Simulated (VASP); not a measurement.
Runs of VASP 6.6.1 on MnO2. The structure is that of space group R-3m (No. 166), or close to it. The cells are those of the table. 

```csv
cell,gap on the mesh (eV),pressure (GPa),moment (μB),largest force (eV/Å)
"a = 4.912 Å, angles 34.1°, 3 atoms",1.77,1.2,3.00,0.05
"a = 4.872 Å, angles 34.1°, 3 atoms",1.95,(b),3.00,0.27
"a = 4.747 Å, angles 34.1°, 3 atoms",2.50,24.1,3.00,1.49
"a = 4.952 Å, angles 34.1°, 3 atoms",1.59,-2.7,3.00,0.33
"a = 4.704 Å, angles 34.1°, 3 atoms",2.68,32.3,3.00,1.99
"a = 4.991 Å, angles 34.1°, 3 atoms",(a),-5.9,3.00,0.58
```

Alike in all rows: task single point; level PBEsol+U; potentials or basis VASP PAW PBE potentials, release 64 (Mn_pv, O); spin collinear, ferromagnetic start; Mn d U = 6.9 eV, J = 0.9 eV; k mesh 12 × 12 × 12; cutoff (eV) 520; smearing fermi-dirac 0.1 eV.

Problem. Estimate the missing entries.

Solution. (a) 1.42; (b) 5.6.

Caveats: the PAW data sets were made with another functional, which shifts forces and pressure a little; a cell with one magnetic atom can't hold antiferromagnetic order, which such compounds often take; the cell stands under pressure (at least some runs); the stress differs along the axes, from 16 to 28 GPa (at least some runs); the stress differs along the axes, from 22 to 37 GPa (at least some runs); the cell stands under tension (at least some runs).

A k mesh can miss the band edges.
